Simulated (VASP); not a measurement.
Input of a VASP 6.6.1 run:

File INCAR:

```
SYSTEM = HfC
PREC = Accurate
ENCUT = 600
EDIFF = 1E-6
ISMEAR = 0
SIGMA = 0.1
LREAL = .FALSE.
LASPH = .TRUE.
NELM = 100
ALGO = Normal
ISIF = 3
LWAVE = .FALSE.
LCHARG = .FALSE.
GGA = PE
IBRION = 2
NSW = 80
EDIFFG = -0.015
```

File KPOINTS:

```
Automatic mesh
0
G
  10 10 10
  0 0 0
```

The input POSCAR:

```
HfC
1.0
    0.0000000000      2.3257918014     -2.3257918014
    4.6515836028      0.0000000000      0.0000000000
   -2.3257918014     -4.6515836028     -2.3257918014
Hf C
3 3
Direct
    1.0000000000      0.0000000000      1.0000000000
    0.3333333333      0.3333333333      0.6666666667
    0.6666666667      0.6666666667      0.3333333333
    0.0000000000      0.5000000000      0.0000000000
    0.3333333333      0.8333333333      0.6666666667
    0.6666666667      0.1666666667      0.3333333333
```

Potentials or basis: VASP PAW PBE potentials, release 64 (Hf_pv, C).

Command:

```sh
$ cat potpaw_PBE.64/Hf_pv/POTCAR potpaw_PBE.64/C/POTCAR > POTCAR
$ mpirun -np 1 vasp_std > vasp.out
```

Task: What does it give for the relaxed volume?

Result: 12.54 Å³/atom.

Task: Predict the relaxed cell.

Result: a = 3.286 Å, b = 4.645 Å, c = 5.691 Å, α = 114.09°, β = 106.78°, γ = 90.00°.

Task: Estimate the space group after relaxing (to 0.1 Å).

Result: Fm-3m (No. 225).

Task: Predict the band gap on the k mesh.

Result: Zero (bands 21 and 22 overlap by 1.41 eV).

The path:
```
step  energy change (eV)  largest force (eV/Å)  pressure (GPa)  volume (Å³)
   1              0.0000                0.0000           -0.78        75.49
   2              0.0011                0.0000            1.35        74.82
   3             -0.0006                0.0000            0.02        75.23
```

Caveat: spin-orbit coupling is left out, which moves the levels of the heavy elements.
